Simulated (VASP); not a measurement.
# Hg2O (Fm-3m) in VASP: relaxation of cell and atoms with PBE

Aim: the relaxation of cell and atoms of Hg2O with PBE.

Program: VASP 6.6.1. These are calculated values, not measurements. Logs are shortened: lines on timing, memory, paths and dates and some standing lists are left out, and cuts for length are marked.

## Step 1: The cell of the first run

Symmetry: Fm-3m, No. 225, cubic system. The conventional cell has a = 6.090 Å, b = 6.090 Å, c = 6.090 Å, α = 90.00°, β = 90.00°, γ = 90.00°. Hg (site symmetry -43m) has 4 O at 2.64 Å and 6 Hg at 3.05 Å within 3.5 Å. Within 3.5 Å of O (site symmetry m-3m) lie 8 Hg at 2.64 Å.

## Step 2: Relaxation of cell and atoms, PBE

File INCAR:

```
SYSTEM = Hg2O
ALGO = Normal ; EDIFF = 1E-6
EDIFFG = -0.01 ; ENCUT = 600
GGA = PE ; IBRION = 2
ISIF = 3 ; ISMEAR = 0
LASPH = .TRUE. ; LCHARG = .FALSE.
LREAL = .FALSE. ; LWAVE = .FALSE.
NELM = 60 ; NSW = 100
PREC = Accurate ; SIGMA = 0.1
```

File KPOINTS:

```
k-points
0
G
  14 14 14
  0 0 0
```

File POSCAR:

```
Hg2O
1.0
    0.0000000000      3.0451300662      3.0451300662
    3.0451300662      0.0000000000      3.0451300662
    3.0451300662      3.0451300662      0.0000000000
Hg O
2 1
Direct
    0.2500000000      0.2500000000      0.2500000000
    0.7500000000      0.7500000000      0.7500000000
    0.0000000000      0.0000000000      0.0000000000
```

Potentials or basis: VASP PAW PBE potentials, release 64 (Hg, O).

On the command line:

```bash
cat potpaw_PBE.64/Hg/POTCAR potpaw_PBE.64/O/POTCAR > POTCAR
mpirun -np 1 vasp_std > vasp.out
```

OUTCAR:

```text
SYSTEM = Hg2O
   EDIFF = 1E-6
   EDIFFG = -0.01
   ENCUT = 600
   GGA = PE
   IBRION = 2
   ISIF = 3
   ISMEAR = 0
   LASPH = .TRUE.
   LREAL = .FALSE.
   NELM = 60
   NSW = 100
   PREC = Accurate

 ion  position               nearest neighbor table
   1  0.250  0.250  0.250-   3 2.64   3 2.64   3 2.64   3 2.64   2 3.05   2 3.05   2 3.05   2 3.05
                             2 3.05   2 3.05
   2  0.750  0.750  0.750-   3 2.64   3 2.64   3 2.64   3 2.64   1 3.05   1 3.05   1 3.05   1 3.05
                             1 3.05   1 3.05
   3  0.000  0.000  0.000-   2 2.64   2 2.64   2 2.64   1 2.64   2 2.64   1 2.64   1 2.64   1 2.64

  LATTYP: Found a face centered cubic cell.
 ALAT       =     6.0902601324

  Lattice vectors:

 A1 = (   0.0000000000,   3.0451300662,   3.0451300662)
 A2 = (   3.0451300662,   0.0000000000,   3.0451300662)
 A3 = (   3.0451300662,   3.0451300662,   0.0000000000)

Analysis of symmetry for initial positions (statically):
=====================================================================
 Subroutine PRICEL returns:
 Original cell was already a primitive cell.

 Routine SETGRP: Setting up the symmetry group for a
 face centered cubic supercell.

 Subroutine GETGRP returns: Found 48 space group operations
 (whereof 48 operations were pure point group operations)
 out of a pool of 48 trial point group operations.

The static configuration has the point symmetry O_h .

Analysis of symmetry for dynamics (positions and initial velocities):
=====================================================================
 Subroutine PRICEL returns:
 Original cell was already a primitive cell.

 Routine SETGRP: Setting up the symmetry group for a
 face centered cubic supercell.

 Subroutine GETGRP returns: Found 48 space group operations
 (whereof 48 operations were pure point group operations)
 out of a pool of 48 trial point group operations.

The dynamic configuration has the point symmetry O_h .

 Subroutine INISYM returns: Found 48 space group operations
 (whereof 48 operations are pure point group operations),
 and found     1 'primitive' translations

----------------------------------------------------------------------------------------

                                     Primitive cell

  volume of cell :      56.4739

  direct lattice vectors                    reciprocal lattice vectors
     0.000000000  3.045130066  3.045130066    -0.164196599  0.164196599  0.164196599
     3.045130066  0.000000000  3.045130066     0.164196599 -0.164196599  0.164196599
     3.045130066  3.045130066  0.000000000     0.164196599  0.164196599 -0.164196599

  length of vectors
     4.306464239  4.306464239  4.306464239     0.284396852  0.284396852  0.284396852

  position of ions in fractional coordinates (direct lattice)
     0.250000000  0.250000000  0.250000000
     0.750000000  0.750000000  0.750000000
     0.000000000  0.000000000  0.000000000

  ion indices of the primitive-cell ions
   primitive index   ion index
                 1           1
                 2           2
                 3           3

----------------------------------------------------------------------------------------

 KPOINTS: k-points

Automatic generation of k-mesh.
 Grid dimensions read from file:
 generate k-points for:   14   14   14

 Generating k-lattice:

  Cartesian coordinates                     Fractional coordinates (reciprocal lattice)
    -0.011728328  0.011728328  0.011728328     0.071428571  0.000000000  0.000000000
     0.011728328 -0.011728328  0.011728328     0.000000000  0.071428571  0.000000000
     0.011728328  0.011728328 -0.011728328     0.000000000  0.000000000  0.071428571

  Length of vectors
     0.020314061  0.020314061  0.020314061

  Shift w.r.t. Gamma in fractional coordinates (k-lattice)
     0.000000000  0.000000000  0.000000000

 Subroutine IBZKPT returns following result:
 ===========================================

 Found    104 irreducible k-points:

 Following reciprocal coordinates:
            Coordinates               Weight
  0.000000  0.000000  0.000000      1.000000
  0.071429  0.000000  0.000000      8.000000
  0.142857  0.000000  0.000000      8.000000
  0.214286  0.000000  0.000000      8.000000
  0.285714  0.000000  0.000000      8.000000
  0.357143  0.000000  0.000000      8.000000
[... 16 lines left out ...]
  0.214286  0.142857  0.000000     24.000000
  0.285714  0.142857  0.000000     24.000000
 [... further k-points ...]
   k-points           NKPTS =    104   k-points in BZ     NKDIM =    104   number of bands    NBANDS=     19
   number of dos      NEDOS =    301   number of ions     NIONS =      3
   total plane-waves  NPLWV =  46656
   dimension x,y,z NGX =    36 NGY =   36 NGZ =   36
   dimension x,y,z NGXF=    72 NGYF=   72 NGZF=   72
   ions per type =               2   1
   NGX,Y,Z   is equivalent  to a cutoff of  13.90, 13.90, 13.90 a.u.
   NGXF,Y,Z  is equivalent  to a cutoff of  27.79, 27.79, 27.79 a.u.
 SYSTEM =  Hg2O
   PREC   = accura    normal or accurate (medium, high low for compatibility)
   ISTART =      0    job   : 0-new  1-cont  2-samecut
   ICHARG =      2    charge: 1-file 2-atom 10-const
   ISPIN  =      1    spin polarized calculation?
   LNONCOLLINEAR =      F non collinear calculations
   LSORBIT =      F    spin-orbit coupling
   LASPH  =      T    aspherical Exc in radial PAW
   ENCUT  =  600.0 eV  44.10 Ry    6.64 a.u.   8.60  8.60  8.60*2*pi/ulx,y,z
   NELM   =     60;   NELMIN=  2; NELMDL= -5     # of ELM steps
   EDIFF  = 0.1E-05   stopping-criterion for ELM
   LREAL  =      F    real-space projection
   EDIFFG = -.1E-01   stopping-criterion for IOM
   NSW    =    100    number of steps for IOM
   IBRION =      2    ionic relax: 0-MD 1-quasi-New 2-CG
   NFREE  =      1    steps in history (QN), initial steepest desc. (CG)
   ISIF   =      3    stress and relaxation
   ISYM   =      2    0-nonsym 1-usesym 2-fastsym
   POTIM  = 0.5000    time-step for ionic-motion
   TEBEG  =    0.0;   TEEND  =   0.0 temperature during run
   PSTRESS=    0.0 pullay stress
   NELECT =      30.0000    total number of electrons
   NUPDOWN=      -1.0000    fix difference up-down
   EMIN   =  10.00;   EMAX   =-10.00  energy-range for DOS
   EFERMI =   0.00;   METHOD = LEGACY
   ISMEAR =     0;   SIGMA  =   0.10  broadening in eV -4-tet -1-fermi 0-gaus
   EFERMI_NEDOS =   21; number of points for ismear=-14 and -15
   IALGO  =     38    algorithm
   IMIX   =      4    mixing-type and parameters
     AMIX     =   0.40;   BMIX     =  1.00
     AMIX_MAG =   1.60;   BMIX_MAG =  1.00
  volume/ion in A,a.u.               =      18.82       127.03
  Fermi-wavevector in a.u.,A,eV,Ry     =   1.325865  2.505522 23.917937  1.757919
  Thomas-Fermi vector in A             =   2.455295
   LORBIT       =      0    0 simple, 1 ext, 2 COOP (PROOUT), +10 PAW based schemes
   GGA     = PE    functional components
   LHFCALC =     F    Hartree Fock is set to
   AEXX    =    0.0000 exact exchange contribution
   IVDW    =     0    specifies the selected vdW correction
   LEPSILON=     F    determine dielectric tensor
   LRPA    =     F    only Hartree local field effects (RPA)
 conjugate gradient relaxation of ions
 non-spin polarized calculation
 Gauss-broadening in eV      SIGMA  =   0.10
  energy-cutoff  :      600.00
  volume of cell :       56.47
 maximum number of plane-waves:      1901
   NGX = 17   NGY = 17   NGZ = 17

--------------------------------------- Ionic step        1  -------------------------------------------

 number of electron      29.9999996 magnetization

 Free energy of the ion-electron system (eV)
  ---------------------------------------------------
  ext. energy  EPLUGINS =         0.00000000
  ---------------------------------------------------
  free energy    TOTEN  =        -4.83432347 eV

  energy without entropy =       -4.83064841  energy(sigma->0) =       -4.83248594

------------------------ aborting loop because EDIFF is reached ----------------------------------------

  FORCE on cell =-STRESS in cart. coord.  units (eV):
  Direction    XX          YY          ZZ          XY          YZ          ZX
  --------------------------------------------------------------------------------------
  -------------------------------------------------------------------------------------
  Total        0.0499493      0.0499493      0.0499493      0.0000000      0.0000000      0.0000000
  in kB        1.4170744      1.4170744      1.4170744      0.0000000      0.0000000      0.0000000
  external PRESSURE =       1.4170744 kB  Pullay stress =       0.0000000 kB

 VOLUME and BASIS-vectors are now :
 -----------------------------------------------------------------------------
  energy-cutoff  :      600.00
  volume of cell :       56.47
      direct lattice vectors                 reciprocal lattice vectors
     0.000000000  3.045130066  3.045130066    -0.164196599  0.164196599  0.164196599
     3.045130066  0.000000000  3.045130066     0.164196599 -0.164196599  0.164196599
     3.045130066  3.045130066  0.000000000     0.164196599  0.164196599 -0.164196599

 POSITION                                       TOTAL-FORCE (eV/Angst)
 -----------------------------------------------------------------------------------
      1.52257      1.52257      1.52257        -0.000000     -0.000000      0.000000
      4.56770      4.56770      4.56770         0.000000      0.000000     -0.000000
      0.00000      0.00000      0.00000         0.000000      0.000000      0.000000
 -----------------------------------------------------------------------------------
    total drift:                                0.000000      0.000000      0.000000

  FREE ENERGIE OF THE ION-ELECTRON SYSTEM (eV)
  ---------------------------------------------------
  free  energy   TOTEN  =        -4.8343234712 eV

  energy  without entropy=       -4.8306484061  energy(sigma->0) =       -4.83248594

--------------------------------------- Ionic step        2  -------------------------------------------

 number of electron      29.9999995 magnetization

 Free energy of the ion-electron system (eV)
  ---------------------------------------------------
  ext. energy  EPLUGINS =         0.00000000
  ---------------------------------------------------
  free energy    TOTEN  =        -4.83438779 eV

  energy without entropy =       -4.83073060  energy(sigma->0) =       -4.83255920

 E-fermi :   2.8217     XC(G=0): -10.7384

 val. band max:        2.8214456409   @ k =   0.5000   0.5000   0.0000
 cond. band min:       2.8481343986   @ k =  -0.4286   0.5000   0.0714
 fundamental gap:      0.0266887577
 Fermi energy:         2.8217433492

 k-point     1 :       0.0000    0.0000    0.0000
  band No.  band energies     occupation
      1     -15.1672      2.00000
      2      -5.3726      2.00000
      3      -5.3726      2.00000
      4      -5.2979      2.00000
      5      -5.2979      2.00000
      6      -5.2979      2.00000
[... 11 lines left out ...]
     18       6.9314      0.00000
     19       6.9314      0.00000

 k-point     2 :       0.0714    0.0000    0.0000
  band No.  band energies     occupation
      1     -15.1607      2.00000
      2      -5.3602      2.00000
      3      -5.3602      2.00000
      4      -5.2978      2.00000
      5      -5.2649      2.00000
      6      -5.2649      2.00000
[... 11 lines left out ...]
     18       7.0146      0.00000
     19       8.0511      0.00000

 k-point     3 :       0.1429    0.0000    0.0000
  band No.  band energies     occupation
      1     -15.1426      2.00000
      2      -5.3137      2.00000
      3      -5.3137      2.00000
      4      -5.2774      2.00000
      5      -5.1769      2.00000
      6      -5.1769      2.00000
[... 434 lines left out ...]
      1     -15.1154      2.00000
      2      -5.4757      2.00000
      3      -5.3079      2.00000
      4      -5.0164      2.00000
      5      -5.0092      2.00000
      6      -5.0060      2.00000
[... 11 lines left out ...]
     18       6.9567      0.00000
     19       9.3724      0.00000

 k-point    24 :       0.2857    0.1429    0.0000
  band No.  band energies     occupation
      1     -15.0907      2.00000
      2      -5.4189      2.00000
      3      -5.2353      2.00000
      4      -4.9006      2.00000
      5      -4.8611      2.00000
      6      -4.8546      2.00000
[... 11 lines left out ...]
     18       7.1536      0.00000
     19       8.9742      0.00000

 [... further k-points ...]

------------------------ aborting loop because EDIFF is reached ----------------------------------------

  FORCE on cell =-STRESS in cart. coord.  units (eV):
  Direction    XX          YY          ZZ          XY          YZ          ZX
  --------------------------------------------------------------------------------------
  -------------------------------------------------------------------------------------
  Total       -0.0009704     -0.0009704     -0.0009704      0.0000000      0.0000000     -0.0000000
  in kB       -0.0274647     -0.0274647     -0.0274647      0.0000000      0.0000000     -0.0000000
  external PRESSURE =      -0.0274647 kB  Pullay stress =       0.0000000 kB

 VOLUME and BASIS-vectors are now :
 -----------------------------------------------------------------------------
  energy-cutoff  :      600.00
  volume of cell :       56.61
      direct lattice vectors                 reciprocal lattice vectors
     0.000000000  3.047576004  3.047576004    -0.164064817  0.164064817  0.164064817
     3.047576004  0.000000000  3.047576004     0.164064817 -0.164064817  0.164064817
     3.047576004  3.047576004 -0.000000000     0.164064817  0.164064817 -0.164064817

 POSITION                                       TOTAL-FORCE (eV/Angst)
 -----------------------------------------------------------------------------------
      1.52379      1.52379      1.52379         0.000000      0.000000      0.000000
      4.57136      4.57136      4.57136        -0.000000     -0.000000     -0.000000
      3.04758      0.00000      3.04758        -0.000000      0.000000      0.000000
 -----------------------------------------------------------------------------------
    total drift:                                0.000000      0.000000      0.000000

  FREE ENERGIE OF THE ION-ELECTRON SYSTEM (eV)
  ---------------------------------------------------
  free  energy   TOTEN  =        -4.8343877930 eV

  energy  without entropy=       -4.8307305972  energy(sigma->0) =       -4.83255920

 reached required accuracy - stopping structural energy minimisation
```

Run time: 4.5 min. Hardware: 1 thread of AMD EPYC 7R13, shared host; peak memory 0.27 GiB.

Results:

* Free energy: -4.8344 eV
* Relaxed volume: 18.87 Å³/atom
* Relaxed cell: a = 4.310 Å, b = 4.310 Å, c = 4.310 Å, α = 60.00°, β = 60.00°, γ = 60.00°
* Space group after relaxing (to 0.1 Å): Fm-3m (No. 225)
* Energy gained by relaxing: 0.0 meV/atom
* Ionic steps: 2
* Pressure after relaxing: 0.0 GPa
* Band gap on the k mesh: zero (bands 15 and 16 overlap by 0.16 eV)

Final structure:
```xyz
3
Lattice="0.0000 3.0476 3.0476 3.0476 0.0000 3.0476 3.0476 3.0476 0.0000" Properties=species:S:1:pos:R:3 pbc="T T T"
Hg    1.5238    1.5238    1.5238
Hg    4.5714    4.5714    4.5714
O     3.0476    0.0000    3.0476
```

Caveat: semilocal functionals underestimate gaps, and a narrow one can read as zero; spin-orbit coupling is left out, which moves the levels of the heavy elements.

The gap in the log of VASP goes by the Fermi energy; the results here count the filled bands.